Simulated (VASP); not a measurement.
# SnTe3 (Fm-3m) in VASP: further runs, part 3 of 3

VASP 6.6.1. The steps go on from the part before.

## (4) Single point, PBEsol+D4

This run uses another cell than the first one, of 26.36 Å³/atom, 1.021 times its volume.

Input file INCAR:

```
SYSTEM = SnTe3
PREC     = Accurate       ! precision mode
ENCUT    = 520            ! plane-wave cutoff, eV
EDIFF    = 1E-6           ! SCF threshold, eV
ISMEAR   = -1             ! smearing method
SIGMA    = 0.05           ! smearing width, eV
LREAL    = .False.        ! projectors in reciprocal space
LASPH    = .True.         ! aspherical terms in the spheres
NELM     = 80             ! most SCF steps
ALGO     = Normal         ! electronic algorithm
ISIF     = 2              ! what is computed and relaxed
LWAVE    = .False.        ! write WAVECAR
LCHARG   = .False.        ! write CHGCAR
GGA      = PS             ! functional
IVDW     = 13             ! dispersion correction
NBANDS   = 24             ! bands
```

Input file KPOINTS:

```
Automatic mesh
0
Gamma
  6 6 6
  0 0 0
```

Input file POSCAR:

```
SnTe3
1.0
    0.0000000000      3.7495911722      3.7495911722
    3.7495911722      0.0000000000      3.7495911722
    3.7495911722      3.7495911722      0.0000000000
Te Sn
3 1
Direct
    0.5000000000      0.5000000000      0.5000000000
    0.7500000000      0.7500000000      0.7500000000
    0.2500000000      0.2500000000      0.2500000000
    0.0000000000      0.0000000000      0.0000000000
```

Potentials or basis: VASP PAW PBE potentials, release 64 (Te, Sn_d).

Launch:

```sh
cat potpaw_PBE.64/Te/POTCAR potpaw_PBE.64/Sn_d/POTCAR > POTCAR
mpirun -np 1 vasp_std > vasp.out
```

OUTCAR:

```text
SYSTEM = SnTe3
   PREC = Accurate
   ENCUT = 520
   EDIFF = 1E-6
   ISMEAR = -1
   LREAL = .False.
   LASPH = .True.
   NELM = 80
   ISIF = 2
   GGA = PS
   IVDW = 13

 ion  position               nearest neighbor table
   1  0.500  0.500  0.500-   3 3.25   3 3.25   3 3.25   2 3.25   3 3.25   2 3.25   2 3.25   2 3.25

   2  0.750  0.750  0.750-   1 3.25   1 3.25   1 3.25   1 3.25   4 3.25   4 3.25   4 3.25   4 3.25

   3  0.250  0.250  0.250-   4 3.25   4 3.25   4 3.25   1 3.25   4 3.25   1 3.25   1 3.25   1 3.25

   4  0.000  0.000  0.000-   2 3.25   2 3.25   2 3.25   2 3.25   3 3.25   3 3.25   3 3.25   3 3.25

  LATTYP: Found a face centered cubic cell.
 ALAT       =     7.4991823444

  Lattice vectors:

 A1 = (   0.0000000000,   3.7495911722,   3.7495911722)
 A2 = (   3.7495911722,   0.0000000000,   3.7495911722)
 A3 = (   3.7495911722,   3.7495911722,   0.0000000000)

Analysis of symmetry for initial positions (statically):
=====================================================================
 Subroutine PRICEL returns:
 Original cell was already a primitive cell.

 Routine SETGRP: Setting up the symmetry group for a
 face centered cubic supercell.

 Subroutine GETGRP returns: Found 48 space group operations
 (whereof 48 operations were pure point group operations)
 out of a pool of 48 trial point group operations.

The static configuration has the point symmetry O_h .

Analysis of symmetry for dynamics (positions and initial velocities):
=====================================================================
 Subroutine PRICEL returns:
 Original cell was already a primitive cell.

 Routine SETGRP: Setting up the symmetry group for a
 face centered cubic supercell.

 Subroutine GETGRP returns: Found 48 space group operations
 (whereof 48 operations were pure point group operations)
 out of a pool of 48 trial point group operations.

The dynamic configuration has the point symmetry O_h .

 Subroutine INISYM returns: Found 48 space group operations
 (whereof 48 operations are pure point group operations),
 and found     1 'primitive' translations

----------------------------------------------------------------------------------------

                                     Primitive cell

  volume of cell :     105.4343

  direct lattice vectors                    reciprocal lattice vectors
     0.000000000  3.749591172  3.749591172    -0.133347871  0.133347871  0.133347871
     3.749591172  0.000000000  3.749591172     0.133347871 -0.133347871  0.133347871
     3.749591172  3.749591172  0.000000000     0.133347871  0.133347871 -0.133347871

  length of vectors
     5.302722689  5.302722689  5.302722689     0.230965288  0.230965288  0.230965288

  position of ions in fractional coordinates (direct lattice)
     0.500000000  0.500000000  0.500000000
     0.750000000  0.750000000  0.750000000
     0.250000000  0.250000000  0.250000000
     0.000000000  0.000000000  0.000000000

  ion indices of the primitive-cell ions
   primitive index   ion index
                 1           1
                 2           2
                 3           3
                 4           4

----------------------------------------------------------------------------------------

 KPOINTS: Automatic mesh

Automatic generation of k-mesh.
 Grid dimensions read from file:
 generate k-points for:    6    6    6

 Generating k-lattice:

  Cartesian coordinates                     Fractional coordinates (reciprocal lattice)
    -0.022224645  0.022224645  0.022224645     0.166666667  0.000000000  0.000000000
     0.022224645 -0.022224645  0.022224645     0.000000000  0.166666667  0.000000000
     0.022224645  0.022224645 -0.022224645     0.000000000  0.000000000  0.166666667

  Length of vectors
     0.038494215  0.038494215  0.038494215

  Shift w.r.t. Gamma in fractional coordinates (k-lattice)
     0.000000000  0.000000000  0.000000000

 Subroutine IBZKPT returns following result:
 ===========================================

 Found     16 irreducible k-points:

 Following reciprocal coordinates:
            Coordinates               Weight
  0.000000  0.000000  0.000000      1.000000
  0.166667  0.000000  0.000000      8.000000
  0.333333  0.000000  0.000000      8.000000
  0.500000  0.000000  0.000000      4.000000
  0.166667  0.166667  0.000000      6.000000
  0.333333  0.166667  0.000000     24.000000
[... 8 lines left out ...]
 -0.333333  0.333333  0.166667     24.000000
 -0.333333  0.500000  0.166667     12.000000
   k-points           NKPTS =     16   k-points in BZ     NKDIM =     16   number of bands    NBANDS=     24
   number of dos      NEDOS =    301   number of ions     NIONS =      4
   total plane-waves  NPLWV =  64000
   dimension x,y,z NGX =    40 NGY =   40 NGZ =   40
   dimension x,y,z NGXF=    80 NGYF=   80 NGZF=   80
   ions per type =               3   1
   NGX,Y,Z   is equivalent  to a cutoff of  12.54, 12.54, 12.54 a.u.
   NGXF,Y,Z  is equivalent  to a cutoff of  25.08, 25.08, 25.08 a.u.
 SYSTEM =  SnTe3
   PREC   = accura    normal or accurate (medium, high low for compatibility)
   ISTART =      0    job   : 0-new  1-cont  2-samecut
   ICHARG =      2    charge: 1-file 2-atom 10-const
   ISPIN  =      1    spin polarized calculation?
   LNONCOLLINEAR =      F non collinear calculations
   LSORBIT =      F    spin-orbit coupling
   LASPH  =      T    aspherical Exc in radial PAW
   ENCUT  =  520.0 eV  38.22 Ry    6.18 a.u.   9.86  9.86  9.86*2*pi/ulx,y,z
   NELM   =     80;   NELMIN=  2; NELMDL= -5     # of ELM steps
   EDIFF  = 0.1E-05   stopping-criterion for ELM
   LREAL  =      F    real-space projection
   EDIFFG = 0.1E-04   stopping-criterion for IOM
   NSW    =      0    number of steps for IOM
   IBRION =     -1    ionic relax: 0-MD 1-quasi-New 2-CG
   NFREE  =      0    steps in history (QN), initial steepest desc. (CG)
   ISIF   =      2    stress and relaxation
   ISYM   =      2    0-nonsym 1-usesym 2-fastsym
   POTIM  = 0.5000    time-step for ionic-motion
   TEBEG  =    0.0;   TEEND  =   0.0 temperature during run
   PSTRESS=    0.0 pullay stress
   NELECT =      32.0000    total number of electrons
   NUPDOWN=      -1.0000    fix difference up-down
   EMIN   =  10.00;   EMAX   =-10.00  energy-range for DOS
   EFERMI =   0.00;   METHOD = LEGACY
   ISMEAR =    -1;   SIGMA  =   0.05  broadening in eV -4-tet -1-fermi 0-gaus
   EFERMI_NEDOS =   21; number of points for ismear=-14 and -15
   IALGO  =     38    algorithm
   IMIX   =      4    mixing-type and parameters
     AMIX     =   0.40;   BMIX     =  1.00
     AMIX_MAG =   1.60;   BMIX_MAG =  1.00
  volume/ion in A,a.u.               =      26.36       177.88
  Fermi-wavevector in a.u.,A,eV,Ry     =   1.100181  2.079041 16.468475  1.210399
  Thomas-Fermi vector in A             =   2.236588
   LORBIT       =      0    0 simple, 1 ext, 2 COOP (PROOUT), +10 PAW based schemes
   GGA     = PS    functional components
   LHFCALC =     F    Hartree Fock is set to
   AEXX    =    0.0000 exact exchange contribution
   IVDW    =    13    specifies the selected vdW correction
   LEPSILON=     F    determine dielectric tensor
   LRPA    =     F    only Hartree local field effects (RPA)
 non-spin polarized calculation
  energy-cutoff  :      520.00
  volume of cell :      105.43
 maximum number of plane-waves:      2874
   NGX = 19   NGY = 19   NGZ = 19

 number of electron      32.0000007 magnetization

 Free energy of the ion-electron system (eV)
  ---------------------------------------------------
  ext. energy  EPLUGINS =         0.00000000
  ---------------------------------------------------
  free energy    TOTEN  =       -14.40990702 eV

  energy without entropy =      -14.37013621  energy(sigma->0) =      -14.39002162

 E-fermi :   8.7922     XC(G=0): -10.5542

 val. band max:        8.7858868241   @ k =   0.3333   0.1667   0.0000
 cond. band min:       8.8101699749   @ k =   0.3333   0.3333   0.0000
 fundamental gap:      0.0242831508
 Fermi energy:         8.7922437927

 k-point     1 :       0.0000    0.0000    0.0000
  band No.  band energies     occupation
      1     -12.7194      2.00000
      2     -12.7194      2.00000
      3     -12.7194      2.00000
      4     -12.7116      2.00000
      5     -12.7116      2.00000
      6      -5.3932      2.00000
[... 421 lines left out ...]
     23      15.4003      0.00000
     24      15.4296      0.00000

------------------------ aborting loop because EDIFF is reached ----------------------------------------

  DFT-D4 for vdW energy calculation

  Edisp (eV):   -1.28465

  FORCE on cell =-STRESS in cart. coord.  units (eV):
  Direction    XX          YY          ZZ          XY          YZ          ZX
  --------------------------------------------------------------------------------------
  -------------------------------------------------------------------------------------
  Total      -0.00893    -0.00893    -0.00893     0.00000     0.00000    -0.00000
  in kB      -0.13573    -0.13573    -0.13573     0.00000     0.00000    -0.00000
  external pressure =       -0.14 kB  Pullay stress =        0.00 kB

 VOLUME and BASIS-vectors are now :
 -----------------------------------------------------------------------------
  energy-cutoff  :      520.00
  volume of cell :      105.43
      direct lattice vectors                 reciprocal lattice vectors
     0.000000000  3.749591172  3.749591172    -0.133347871  0.133347871  0.133347871
     3.749591172  0.000000000  3.749591172     0.133347871 -0.133347871  0.133347871
     3.749591172  3.749591172  0.000000000     0.133347871  0.133347871 -0.133347871

 POSITION                                       TOTAL-FORCE (eV/Angst)
 -----------------------------------------------------------------------------------
      3.74959      3.74959      3.74959         0.000000     -0.000000      0.000000
      5.62439      5.62439      5.62439        -0.000000     -0.000000     -0.000000
      1.87480      1.87480      1.87480         0.000000      0.000000      0.000000
      0.00000      0.00000      0.00000         0.000000     -0.000000      0.000000
 -----------------------------------------------------------------------------------
    total drift:                               -0.000000      0.000000      0.000000

  FREE ENERGIE OF THE ION-ELECTRON SYSTEM (eV)
  ---------------------------------------------------
  free  energy   TOTEN  =       -15.6945616812 eV

  energy  without entropy=      -15.6547908708  energy(sigma->0) =      -15.67467628
```

Run time: 25 s. Hardware: 1 thread of Intel Xeon 6975P-C (Granite Rapids), shared host; peak memory 0.25 GiB.

What came out:

| Quantity | Value |
| --- | --- |
| Free energy | -15.6946 eV |
| Pressure | 0.0 GPa |
| Band gap on the k mesh | zero (band 16 reaches 9.18 eV, above the bottom of band 17 at 6.67 eV) |
| Dispersion energy per atom | -0.321 eV |

Caveat: the PAW data sets were made with another functional, which shifts forces and pressure a little; spin-orbit coupling is left out, which moves the levels of the heavy elements; pairwise dispersion overbinds metals, which lowers pressure and volume.

## (5) Single point, PBEsol

This run uses another cell than the first one, of 27.21 Å³/atom, 1.054 times its volume.

Input file INCAR:

```
ALGO     = Normal         # electronic algorithm
EDIFF    = 1E-6           # SCF threshold, eV
ENCUT    = 520            # plane-wave cutoff, eV
GGA      = PS             # functional
ISIF     = 2              # what is computed and relaxed
ISMEAR   = -1             # smearing method
LASPH    = T              # aspherical terms in the spheres
LCHARG   = F              # write CHGCAR
LREAL    = F              # projectors in reciprocal space
LWAVE    = F              # write WAVECAR
NBANDS   = 24             # bands
NELM     = 60             # most SCF steps
PREC     = Accurate       # precision mode
SIGMA    = 0.05           # smearing width, eV
```

Input file KPOINTS:

```
k-points
0
Gamma
  6 6 6
```

Input file POSCAR:

```
SnTe3
1.0
    0.0000000000      3.7893184239      3.7893184239
    3.7893184239      0.0000000000      3.7893184239
    3.7893184239      3.7893184239      0.0000000000
Te Sn
3 1
Direct
    0.5000000000      0.5000000000      0.5000000000
    0.7500000000      0.7500000000      0.7500000000
    0.2500000000      0.2500000000      0.2500000000
    0.0000000000      0.0000000000      0.0000000000
```

Launch:

```sh
cat potpaw_PBE.64/Te/POTCAR potpaw_PBE.64/Sn_d/POTCAR > POTCAR
mpirun -np 1 vasp_std > vasp.out
```

Wall time 29 s (1 thread of Intel Xeon 6975P-C (Granite Rapids), shared host); peak memory 0.24 GiB.

It converged, with:

| Item | Value |
| --- | --- |
| Free energy | -14.4296 eV |
| Pressure | 0.0 GPa |
| Band gap on the k mesh | zero (band 16 reaches 8.73 eV, above the bottom of band 17 at 6.32 eV) |

Levels at points of the mesh, in eV from the Fermi level:
| k point | band 14 | band 15 | band 16 | band 17 | band 18 | band 19 |
| --- | --- | --- | --- | --- | --- | --- |
| (0.00, 0.00, 0.00) | -3.55 | -3.55 | -2.02 | -2.02 | -2.02 | 2.86 |
| (0.50, 0.00, 0.00) | -2.03 | -1.98 | 0.39 | 0.39 | 1.45 | 1.76 |
| (0.50, 0.50, 0.00) | -0.61 | -0.61 | 0.08 | 0.17 | 0.17 | 2.21 |

Caveat: the PAW data sets were made with another functional, which shifts forces and pressure a little; spin-orbit coupling is left out, which moves the levels of the heavy elements.

## (6) Single point, PBEsol+D3(BJ)

This run uses another cell than the first one, of 28.78 Å³/atom, 1.115 times its volume.

Input file INCAR:

```
  PREC = Accurate
  ENCUT = 520
  EDIFF = 1E-6
  ISMEAR = -1
  SIGMA = 0.05
  LREAL = F
  LASPH = T
  NELM = 60
  ALGO = Normal
  ISIF = 2
  LWAVE = F
  LCHARG = F
  GGA = PS
  IVDW = 12
  NBANDS = 24
```

Input file KPOINTS:

```
regular mesh
0
Gamma
  6 6 6
```

Input file POSCAR:

```
SnTe3
1.0
    0.0000000000      3.8612190000      3.8612190000
    3.8612190000      0.0000000000      3.8612190000
    3.8612190000      3.8612190000      0.0000000000
Te Sn
3 1
Direct
    0.5000000000      0.5000000000      0.5000000000
    0.7500000000      0.7500000000      0.7500000000
    0.2500000000      0.2500000000      0.2500000000
    0.0000000000      0.0000000000      0.0000000000
```

Potentials or basis: VASP PAW PBE potentials, release 64 (Te, Sn_d).

Launch:

```sh
cat potpaw_PBE.64/Te/POTCAR potpaw_PBE.64/Sn_d/POTCAR > POTCAR
mpirun -np 1 vasp_std > vasp.out
```

It took 34 s on 1 thread of Intel Xeon 6975P-C (Granite Rapids), shared host; peak memory 0.26 GiB.

Results (log left out):

```yaml
Free_energy: -16.1687 eV
Pressure: -5.4 GPa
Band_gap_on_the_k_mesh: zero (band 16 reaches 7.96 eV, above the bottom of band 17 at 5.73 eV)
Dispersion_energy_per_atom: -0.449 eV
```

Levels at points of the mesh, in eV from the Fermi level:
```csv
k point,band 12,band 13,band 14,band 15,band 16,band 17,band 18,band 19,band 20,band 21
"(0.00, 0.00, 0.00)",-3.30,-3.30,-3.30,-3.30,-1.83,-1.83,-1.83,3.05,3.05,4.09
"(0.50, 0.00, 0.00)",-3.42,-3.42,-2.02,-1.93,0.39,0.39,1.29,1.80,1.80,3.33
"(0.50, 0.50, 0.00)",-1.56,-0.95,-0.57,-0.57,0.06,0.18,0.18,2.10,3.28,3.28
```

Caveat: three body term missing; the PAW data sets were made with another functional, which shifts forces and pressure a little; spin-orbit coupling is left out, which moves the levels of the heavy elements; pairwise dispersion overbinds metals, which lowers pressure and volume.

## (7) The runs side by side

```tsv
level	cell	gap on the mesh (eV)	pressure (GPa)
PBEsol+D3(BJ)	a = 5.267 Å, angles 60.0°, 4 atoms	none	0.0
PBEsol+D3(BJ)	a = 5.277 Å, angles 60.0°, 4 atoms	none	-0.4
PBEsol+D4	a = 5.303 Å, angles 60.0°, 4 atoms	none	0.0
PBEsol	a = 5.359 Å, angles 60.0°, 4 atoms	none	0.0
PBEsol+D3(BJ)	a = 5.461 Å, angles 60.0°, 4 atoms	none	-5.4
```

Alike in all rows: task single point; potentials or basis VASP PAW PBE potentials, release 64 (Te, Sn_d); no spin polarisation; k mesh 6 × 6 × 6; cutoff (eV) 520; smearing fermi-dirac 0.05 eV.

Caveats: the PAW data sets were made with another functional, which shifts forces and pressure a little; spin-orbit coupling is left out, which moves the levels of the heavy elements; pairwise dispersion overbinds metals, which lowers pressure and volume (some runs); three body term missing (some runs).

Absolute energies hang on the potentials; compare differences alone.
